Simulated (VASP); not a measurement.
# InSe (R3m) in VASP: relaxation of volume and atoms at fixed shape with PBEsol

Aim: the relaxation of volume and atoms at fixed shape of InSe with PBEsol.

All numbers are computed with VASP 6.6.1; they aren't measurements. Logs are shortened: lines on timing, memory, paths and dates and some standing lists are left out, and cuts for length are marked.

### Step 1. The cell of the first run

It takes space group R3m (No. 160, trigonal). Conventional cell: a = 4.000 Å, b = 4.000 Å, c = 25.320 Å, α = 90.00°, β = 90.00°, γ = 120.00°. In (site symmetry 3m) has 3 Se at 2.64 Å and 1 In at 2.82 Å within 3.5 Å. Within 3.5 Å of In (site symmetry 3m) lie 3 Se at 2.63 Å and 1 In at 2.82 Å. Se (site symmetry 3m) has 3 In at 2.64 Å within 3.5 Å. Se (site symmetry 3m) has 3 In at 2.63 Å within 3.5 Å.

### Step 2. Relaxation of volume and atoms at fixed shape, PBEsol

Contents of INCAR:

```
PREC     = Accurate       # precision mode
ENCUT    = 600            # plane-wave cutoff, eV
EDIFF    = 1E-6           # SCF threshold, eV
ISMEAR   = 0              # smearing method
SIGMA    = 0.01           # smearing width, eV
LREAL    = F              # projectors in reciprocal space
LASPH    = T              # aspherical terms in the spheres
NELM     = 100            # most SCF steps
ALGO     = Normal         # electronic algorithm
ISIF     = 8              # what is computed and relaxed
LWAVE    = F              # write WAVECAR
LCHARG   = F              # write CHGCAR
GGA      = PS             # functional
IBRION   = 2              # ionic algorithm
NSW      = 80             # ionic steps
EDIFFG   = -0.01          # ionic threshold
```

Contents of KPOINTS:

```
regular mesh
0
Gamma
  6 6 6
```

Contents of POSCAR:

```
InSe
1.0
    2.0000000000      1.1547005400      8.4400000000
   -2.0000000000      1.1547005400      8.4400000000
    0.0000000000     -2.3094010800      8.4400000000
In Se
2 2
Direct
    0.0000000000      0.0000000000      0.0000000000
    0.1114000000      0.1114000000      0.1114000000
    0.6165000000      0.6165000000      0.6165000000
    0.8281000000      0.8281000000      0.8281000000
```

Potentials or basis: VASP PAW PBE potentials, release 64 (In_d, Se).

Started as:

```bash
> cat potpaw_PBE.64/In_d/POTCAR potpaw_PBE.64/Se/POTCAR > POTCAR
> mpirun -np 1 vasp_std > vasp.out
```

OUTCAR:

```text
PREC = Accurate
   ENCUT = 600
   EDIFF = 1E-6
   ISMEAR = 0
   LREAL = F
   LASPH = T
   NELM = 100
   ISIF = 8
   GGA = PS
   IBRION = 2
   NSW = 80
   EDIFFG = -0.01

 ion  position               nearest neighbor table
   1  0.000  0.000  0.000-   3 2.64   3 2.64   3 2.64   2 2.82
   2  0.111  0.111  0.111-   4 2.63   4 2.63   4 2.63   1 2.82
   3  0.617  0.617  0.617-   1 2.64   1 2.64   1 2.64
   4  0.828  0.828  0.828-   2 2.63   2 2.63   2 2.63

  LATTYP: Found a trigonal (rhomboedric) cell.
 ALAT       =     8.7502533299
 COS(alpha) =     0.8955162540

  Lattice vectors:

 A1 = (   2.0000000000,   1.1547005400,   8.4400000000)
 A2 = (  -2.0000000000,   1.1547005400,   8.4400000000)
 A3 = (   0.0000000000,  -2.3094010800,   8.4400000000)

Analysis of symmetry for initial positions (statically):
=====================================================================
 Subroutine PRICEL returns:
 Original cell was already a primitive cell.

 Routine SETGRP: Setting up the symmetry group for a
 trigonal (rhombohedral) supercell.

 Subroutine GETGRP returns: Found  6 space group operations
 (whereof  6 operations were pure point group operations)
 out of a pool of 12 trial point group operations.

The static configuration has the point symmetry C_3v.

Analysis of symmetry for dynamics (positions and initial velocities):
=====================================================================
 Subroutine PRICEL returns:
 Original cell was already a primitive cell.

 Routine SETGRP: Setting up the symmetry group for a
 trigonal (rhombohedral) supercell.

 Subroutine GETGRP returns: Found  6 space group operations
 (whereof  6 operations were pure point group operations)
 out of a pool of 12 trial point group operations.

The dynamic configuration has the point symmetry C_3v.

 Subroutine INISYM returns: Found  6 space group operations
 (whereof  6 operations are pure point group operations),
 and found     1 'primitive' translations

----------------------------------------------------------------------------------------

                                     Primitive cell

  volume of cell :     116.9481

  direct lattice vectors                    reciprocal lattice vectors
     2.000000000  1.154700540  8.440000000     0.250000000  0.144337567  0.039494471
    -2.000000000  1.154700540  8.440000000    -0.250000000  0.144337567  0.039494471
     0.000000000 -2.309401080  8.440000000     0.000000000 -0.288675134  0.039494471

  length of vectors
     8.750253330  8.750253330  8.750253331     0.291364285  0.291364285  0.291364285

  position of ions in fractional coordinates (direct lattice)
     0.000000000  0.000000000  0.000000000
     0.111400000  0.111400000  0.111400000
     0.616500000  0.616500000  0.616500000
     0.828100000  0.828100000  0.828100000

  ion indices of the primitive-cell ions
   primitive index   ion index
                 1           1
                 2           2
                 3           3
                 4           4

----------------------------------------------------------------------------------------

 KPOINTS: regular mesh

Automatic generation of k-mesh.
 Grid dimensions read from file:
 generate k-points for:    6    6    6

 Generating k-lattice:

  Cartesian coordinates                     Fractional coordinates (reciprocal lattice)
     0.041666667  0.024056261  0.006582412     0.166666667  0.000000000 -0.000000000
    -0.041666667  0.024056261  0.006582412     0.000000000  0.166666667 -0.000000000
     0.000000000 -0.048112522  0.006582412    -0.000000000 -0.000000000  0.166666667

  Length of vectors
     0.048560714  0.048560714  0.048560714

  Shift w.r.t. Gamma in fractional coordinates (k-lattice)
     0.000000000  0.000000000  0.000000000

 Subroutine IBZKPT returns following result:
 ===========================================

 Found     32 irreducible k-points:

 Following reciprocal coordinates:
            Coordinates               Weight
  0.000000  0.000000  0.000000      1.000000
  0.166667  0.000000 -0.000000      6.000000
  0.333333 -0.000000 -0.000000      6.000000
  0.500000  0.000000 -0.000000      3.000000
  0.166667  0.166667 -0.000000      6.000000
  0.333333  0.166667 -0.000000     12.000000
[... 16 lines left out ...]
  0.500000  0.500000  0.166667      6.000000
 -0.333333  0.500000  0.166667     12.000000
 [... further k-points ...]
   k-points           NKPTS =     32   k-points in BZ     NKDIM =     32   number of bands    NBANDS=     23
   number of dos      NEDOS =    301   number of ions     NIONS =      4
   total plane-waves  NPLWV = 343000
   dimension x,y,z NGX =    70 NGY =   70 NGZ =   70
   dimension x,y,z NGXF=   140 NGYF=  140 NGZF=  140
   ions per type =               2   2
   NGX,Y,Z   is equivalent  to a cutoff of  13.30, 13.30, 13.30 a.u.
   NGXF,Y,Z  is equivalent  to a cutoff of  26.60, 26.60, 26.60 a.u.
 SYSTEM =  unknown system
   PREC   = accura    normal or accurate (medium, high low for compatibility)
   ISTART =      0    job   : 0-new  1-cont  2-samecut
   ICHARG =      2    charge: 1-file 2-atom 10-const
   ISPIN  =      1    spin polarized calculation?
   LNONCOLLINEAR =      F non collinear calculations
   LSORBIT =      F    spin-orbit coupling
   LASPH  =      T    aspherical Exc in radial PAW
   ENCUT  =  600.0 eV  44.10 Ry    6.64 a.u.  17.48 17.48 17.48*2*pi/ulx,y,z
   NELM   =    100;   NELMIN=  2; NELMDL= -5     # of ELM steps
   EDIFF  = 0.1E-05   stopping-criterion for ELM
   LREAL  =      F    real-space projection
   EDIFFG = -.1E-01   stopping-criterion for IOM
   NSW    =     80    number of steps for IOM
   IBRION =      2    ionic relax: 0-MD 1-quasi-New 2-CG
   NFREE  =      1    steps in history (QN), initial steepest desc. (CG)
   ISIF   =      8    stress and relaxation
   ISYM   =      2    0-nonsym 1-usesym 2-fastsym
   POTIM  = 0.5000    time-step for ionic-motion
   TEBEG  =    0.0;   TEEND  =   0.0 temperature during run
   PSTRESS=    0.0 pullay stress
   NELECT =      38.0000    total number of electrons
   NUPDOWN=      -1.0000    fix difference up-down
   EMIN   =  10.00;   EMAX   =-10.00  energy-range for DOS
   EFERMI =   0.00;   METHOD = LEGACY
   ISMEAR =     0;   SIGMA  =   0.01  broadening in eV -4-tet -1-fermi 0-gaus
   EFERMI_NEDOS =   21; number of points for ismear=-14 and -15
   IALGO  =     38    algorithm
   IMIX   =      4    mixing-type and parameters
     AMIX     =   0.40;   BMIX     =  1.00
     AMIX_MAG =   1.60;   BMIX_MAG =  1.00
  volume/ion in A,a.u.               =      29.24       197.30
  Fermi-wavevector in a.u.,A,eV,Ry     =   1.125481  2.126852 17.234615  1.266709
  Thomas-Fermi vector in A             =   2.262159
   LORBIT       =      0    0 simple, 1 ext, 2 COOP (PROOUT), +10 PAW based schemes
   GGA     = PS    functional components
   LHFCALC =     F    Hartree Fock is set to
   AEXX    =    0.0000 exact exchange contribution
   IVDW    =     0    specifies the selected vdW correction
   LEPSILON=     F    determine dielectric tensor
   LRPA    =     F    only Hartree local field effects (RPA)
 conjugate gradient relaxation of ions
 non-spin polarized calculation
 Gauss-broadening in eV      SIGMA  =   0.01
  energy-cutoff  :      600.00
  volume of cell :      116.95
 maximum number of plane-waves:      3926
 NGX is ok and might be reduce to    70
   NGX = 35   NGY = 35   NGZ = 35

--------------------------------------- Ionic step        1  -------------------------------------------

 number of electron      37.9999998 magnetization

 Free energy of the ion-electron system (eV)
  ---------------------------------------------------
  ext. energy  EPLUGINS =         0.00000000
  ---------------------------------------------------
  free energy    TOTEN  =       -15.58600516 eV

  energy without entropy =      -15.58600516  energy(sigma->0) =      -15.58600516

------------------------ aborting loop because EDIFF is reached ----------------------------------------

  FORCE on cell =-STRESS in cart. coord.  units (eV):
  Direction    XX          YY          ZZ          XY          YZ          ZX
  --------------------------------------------------------------------------------------
  -------------------------------------------------------------------------------------
  Total        0.4514074      0.4514074     -0.3141030      0.0000000      0.0000000      0.0000000
  in kB        6.1842387      6.1842387     -4.3031803      0.0000000      0.0000000      0.0000000
  external PRESSURE =       2.6884323 kB  Pullay stress =       0.0000000 kB
[... 95 lines left out ...]
  FREE ENERGIE OF THE ION-ELECTRON SYSTEM (eV)
  ---------------------------------------------------
  free  energy   TOTEN  =       -15.5910240713 eV

  energy  without entropy=      -15.5910240713  energy(sigma->0) =      -15.59102407

[... ionic steps 4 to 8 ...]

--------------------------------------- Ionic step        9  -------------------------------------------

 number of electron      38.0000004 magnetization

------------------------ aborting loop because EDIFF is reached ----------------------------------------

  FORCE on cell =-STRESS in cart. coord.  units (eV):
  Direction    XX          YY          ZZ          XY          YZ          ZX
  --------------------------------------------------------------------------------------
  -------------------------------------------------------------------------------------
  Total        0.0560054      0.0560054     -0.0210286      0.0000000      0.0000000      0.0000000
  in kB        0.7621768      0.7621768     -0.2861776      0.0000000      0.0000000      0.0000000
  external PRESSURE =       0.4127253 kB  Pullay stress =       0.0000000 kB
[... 61 lines left out ...]
  energy  without entropy=      -15.5927230490  energy(sigma->0) =      -15.59272305

--------------------------------------- Ionic step       11  -------------------------------------------

 number of electron      38.0000004 magnetization

 Free energy of the ion-electron system (eV)
  ---------------------------------------------------
  ext. energy  EPLUGINS =         0.00000000
  ---------------------------------------------------
  free energy    TOTEN  =       -15.59291538 eV

  energy without entropy =      -15.59291538  energy(sigma->0) =      -15.59291538

 E-fermi :   3.9135     XC(G=0):  -9.0585

 val. band max:        3.8669882622   @ k =   0.5000   0.5000   0.5000
 cond. band min:       4.2444433424   @ k =   0.5000   0.5000   0.5000
 fundamental gap:      0.3774550802
 Fermi energy:         3.9134784967

 k-point     1 :       0.0000    0.0000    0.0000
  band No.  band energies     occupation
      1     -10.8559      2.00000
      2     -10.6575      2.00000
      3     -10.6575      2.00000
      4     -10.5684      2.00000
      5     -10.5684      2.00000
      6     -10.5594      2.00000
[... 613 lines left out ...]
     22       7.6248      0.00000
     23       8.0660      0.00000

 [... further k-points ...]

------------------------ aborting loop because EDIFF is reached ----------------------------------------

  FORCE on cell =-STRESS in cart. coord.  units (eV):
  Direction    XX          YY          ZZ          XY          YZ          ZX
  --------------------------------------------------------------------------------------
  -------------------------------------------------------------------------------------
  Total        0.0155677      0.0155677     -0.0497524      0.0000000     -0.0000000      0.0000000
  in kB        0.2116942      0.2116942     -0.6765495      0.0000000     -0.0000000      0.0000000
  external PRESSURE =      -0.0843870 kB  Pullay stress =       0.0000000 kB
[... 19 lines left out ...]
  FREE ENERGIE OF THE ION-ELECTRON SYSTEM (eV)
  ---------------------------------------------------
  free  energy   TOTEN  =       -15.5929153799 eV

  energy  without entropy=      -15.5929153799  energy(sigma->0) =      -15.59291538

 reached required accuracy - stopping structural energy minimisation
```

Run time: 51 min. Hardware: 1 thread of AMD EPYC 7R13 (Zen 3), shared host; peak memory 0.77 GiB.

What came out:

| Quantity | Value |
| --- | --- |
| Free energy | -15.5929 eV |
| Relaxed volume | 29.46 Å³/atom |
| Relaxed cell | a = 8.772 Å, b = 8.772 Å, c = 8.772 Å, α = 26.43°, β = 26.43°, γ = 26.43° |
| Space group after relaxing (to 0.1 Å) | R3m (No. 160) |
| Energy gained by relaxing | 1.7 meV/atom |
| Ionic steps | 11 |
| Pressure after relaxing | 0.0 GPa |
| Largest force after relaxing | 0.005 eV/Å |
| Band gap on the k mesh | 0.38 eV |

Forces in eV/Å, atoms in the order of the input:
```
In   0.000  0.000  0.005
In   0.000  0.000 -0.001
Se   0.000  0.000 -0.005
Se   0.000  0.000  0.001
```

Step by step:
| step | energy change (eV) | largest force (eV/Å) | pressure (GPa) | volume (Å³) |
| --- | --- | --- | --- | --- |
| 1 | 0.0000 | 0.3183 | 0.27 | 116.95 |
| 2 | -0.0049 | 0.0845 | -0.33 | 117.78 |
| 3 | -0.0050 | 0.0669 | -0.26 | 117.67 |
| 4 | -0.0061 | 0.0397 | -0.01 | 117.02 |
| 5 | -0.0061 | 0.0353 | 0.06 | 116.91 |
| 6 | -0.0061 | 0.0371 | 0.04 | 116.95 |
| 7 | -0.0063 | 0.0324 | 0.05 | 117.03 |
| 8 | -0.0066 | 0.0191 | 0.04 | 117.26 |
| 9 | -0.0069 | 0.0133 | 0.04 | 117.73 |
| 10 | -0.0067 | 0.0318 | -0.14 | 118.16 |
| 11 | -0.0069 | 0.0054 | -0.01 | 117.82 |

Final structure:
```
In Se
1.0
     2.00497    1.15757    8.46096
    -2.00497    1.15757    8.46096
     0.00000   -2.31514    8.46096
In Se
2 2
Cartesian
  0.0000 0.0000 0.0242
  0.0000 0.0000 2.8016
  0.0000 0.0000 15.6670
  0.0000 0.0000 21.0029
```

Levels at points of the mesh, in eV from the valence-band top:
```
           k point  band 15  band 16  band 17  band 18  band 19  band 20  band 21  band 22  band 23
(0.00, 0.00, 0.00)    -1.51    -1.25    -1.25    -1.17    -1.17     1.63     2.02     4.32     4.32
(0.50, 0.00, 0.00)    -3.46    -2.34    -2.27    -2.20    -1.68     1.16     1.93     3.62     3.92
(0.50, 0.50, 0.00)    -3.23    -2.60    -2.45    -2.00    -1.53     1.16     1.92     3.27     3.57
(0.50, 0.50, 0.50)    -1.32    -1.32    -1.09    -1.09     0.00     0.38     2.09     4.25     4.25
```

Caveat: the PAW data sets were made with another functional, which shifts forces and pressure a little; spin-orbit coupling is left out, which moves the levels of the heavy elements.
